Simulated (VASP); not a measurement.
A run of VASP 6.6.1 is set up as follows.

File POSCAR:

```
MgTe
1.0
    4.5481965800      0.0000000000      0.0000000000
   -2.2740982900      3.9388537800      0.0000000000
    0.0000000000      0.0000000000      7.4048145600
Mg Te
2 2
Direct
    0.3333333300      0.6666666700      0.0043523900
    0.6666666700      0.3333333300      0.5043523900
    0.3333333300      0.6666666700      0.3806476100
    0.6666666700      0.3333333300      0.8806476100
```

Contents of INCAR.step1:

```
SYSTEM = MgTe
ALGO = Normal
EDIFF = 1E-5
EDIFFG = -0.01
ENCUT = 580
GGA = PE
GGA_COMPAT = .FALSE.
IBRION = 2
ISMEAR = -1
LASPH = .TRUE.
LCHARG = .FALSE.
LREAL = .FALSE.
LWAVE = .TRUE.
NELM = 120
NELMIN = 4
NSW = 100
PREC = Accurate
SIGMA = 0.02
```

INCAR.step2

```
SYSTEM = MgTe
ALGO = Normal
EDIFF = 1E-7
EDIFFG = -0.01
ENCUT = 580
GGA_COMPAT = .FALSE.
IBRION = 2
ISIF = 2
ISMEAR = -1
ISTART = 1
LASPH = .TRUE.
LCHARG = .FALSE.
LMIXTAU = .TRUE.
LREAL = .FALSE.
LWAVE = .FALSE.
METAGGA = R2SCAN
NELM = 120
NELMIN = 4
NSW = 50
PREC = Accurate
SIGMA = 0.02
```

File KPOINTS:

```
k-points
0
G
  6 6 4
  0 0 0
```

Potentials or basis: VASP PAW PBE potentials, release 64 (Mg, Te).

Command:

```console
$ cat potpaw_PBE.64/Mg/POTCAR potpaw_PBE.64/Te/POTCAR > POTCAR
$ cp INCAR.step1 INCAR
$ mpirun -np 1 vasp_std > vasp.out
$ cp INCAR.step2 INCAR
$ mpirun -np 1 vasp_std > vasp.out
```

(1) Estimate the band gap on the k mesh.

## Answers

(1) 3.24 eV.

Caveat: spin-orbit coupling is left out, which moves the levels of the heavy elements.
